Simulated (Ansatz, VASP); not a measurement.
# Ti: VASP beside Ansatz

Contents of INCAR:

```
PREC     = Accurate       # precision mode
ENCUT    = 500            # plane-wave cutoff, eV
EDIFF    = 1E-6           # SCF threshold, eV
ISMEAR   = 0              # smearing method
SIGMA    = 0.1            # smearing width, eV
LREAL    = F              # projectors in reciprocal space
LASPH    = T              # aspherical terms in the spheres
NELM     = 120            # most SCF steps
ALGO     = Normal         # electronic algorithm
ISIF     = 2              # what is computed and relaxed
LWAVE    = F              # write WAVECAR
LCHARG   = F              # write CHGCAR
GGA      = PE             # functional
NBANDS   = 19             # bands
GGA_COMPAT= F
```

KPOINTS

```
regular mesh
0
Gamma
  18 18 10
```

POSCAR

```
Ti
1.0
    2.9387434325      0.0000000000      0.0000000000
   -1.4693717163      2.5450264677      0.0000000000
    0.0000000000      0.0000000000      4.6498912116
Ti
2
Direct
    0.3333333333      0.6666666667      0.2500000000
    0.6666666667      0.3333333333      0.7500000000
```

Input for Ansatz:

```yaml
crystal:
  lattice:
    - [2.9387434325, 0.0, 0.0]
    - [-1.4693717163, 2.5450264677, 0.0]
    - [0.0, 0.0, 4.6498912116]
  atoms:
    - { symbol: Ti, position: [0.3333333333, 0.6666666667, 0.25] }
    - { symbol: Ti, position: [0.6666666667, 0.3333333333, 0.75] }
basis: {}
kpoints:
  mp_grid: { grid: [18, 18, 10] }
  band_path:
    path:
      - [[0.0, 0.0, 0.0], [0.5, 0.0, 0.0], [0.33333333, 0.33333333, 0.0], [0.0, 0.0, 0.0], [0.0, 0.0, 0.5], [0.5, 0.0, 0.5], [0.33333333, 0.33333333, 0.5], [0.0, 0.0, 0.5]]
      - [[0.5, 0.0, 0.5], [0.5, 0.0, 0.0]]
      - [[0.33333333, 0.33333333, 0.5], [0.33333333, 0.33333333, 0.0]]
    npoints: 10
hamiltonian:
  xc: pbe
  pseudopotentials: { kind: all_electron, lapw: {} }
scf:
  occupations: { method: gaussian, width: 0.1 }
  n_extra_bands: 7
output:
  forces: true
  stress: true
  eigenvalues: true
```

Alike in both runs: task single point; functional PBE; k mesh 18 × 18 × 10; occupations gaussian, width 0.1 eV; no spin polarisation.

```csv
,VASP,Ansatz
version,VASP 6.6.1,Ansatz 0.2.0
potentials or method,"VASP PAW PBE potentials, release 64 (Ti_sv), cutoff 500 eV","scalar-relativistic, all-electron LAPW"
```

Ansatz gave:

| Item | Value |
| --- | --- |
| gap on the k mesh at the Fermi level (eV) | none |
| pressure (GPa) | 0.0 |

**Question.** Which values does VASP return?

**Answer.** gap on the k mesh at the Fermi level (eV): none; pressure (GPa): -0.3.

A gap of «none» marks a metal or a gap that the smearing closes. Ansatz ran all-electron here, and VASP with PAW potentials.
